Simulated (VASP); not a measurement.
# WS2: single point with PBE

WS2:

```
CELL_PARAMETERS angstrom
1.57900 0.91164 6.16333
-1.57900 0.91164 6.16333
0.00000 -1.82327 6.16333
ATOMIC_POSITIONS crystal
W 0.00000 0.00000 0.00000
S 0.24970 0.24970 0.24970
S 0.41900 0.41900 0.41900
```

```yaml
Program: VASP 6.6.1
Task: single point
Functional: PBE
Potentials_or_basis: VASP PAW PBE potentials, release 64 (W_sv, S)
Cutoff: 520 eV
k_mesh: 6 × 6 × 6
Occupations: gaussian, width 0.1 eV
Spin: no spin polarisation
Dipole_correction: no
Further_INCAR_settings: ALGO = Normal; EDIFF = 1e-07; NBANDS = 20
```

```
Pressure               : 4.6 GPa
Largest force          : 0.609 eV/Å
Band gap on the k mesh : 1.03 eV, indirect (least direct gap 1.90 eV)
```

Forces on the atoms (eV/Å):
```
W    0.000  0.000  0.609
S    0.000  0.000 -0.516
S    0.000  0.000 -0.093
```

Stress tensor (GPa, compression positive):
```
4.37 0.00 0.00
0.00 4.37 0.00
0.00 0.00 4.92
```

Levels at points of the mesh, in eV from the valence-band top:
```tsv
k point	band 10	band 11	band 12	band 13	band 14	band 15	band 16	band 17
(0.00, 0.00, 0.00)	-2.29	-2.29	-1.58	-1.19	2.19	2.19	2.54	2.54
(0.50, 0.00, 0.00)	-4.16	-2.59	-1.82	-1.72	2.32	2.62	3.65	3.88
(0.50, 0.50, 0.00)	-4.08	-3.19	-2.02	-1.55	2.27	2.73	3.24	4.38
(0.50, 0.50, 0.50)	-3.55	-2.26	-2.26	0.00	2.31	2.31	2.38	2.38
```

It took 79 s on 1 thread of AMD EPYC 7R13 Processor (Zen 3) (shared host), peak memory 0.28 GiB.

Caveat: spin-orbit coupling is left out, which moves the levels of the heavy elements. A k mesh can miss the band edges.
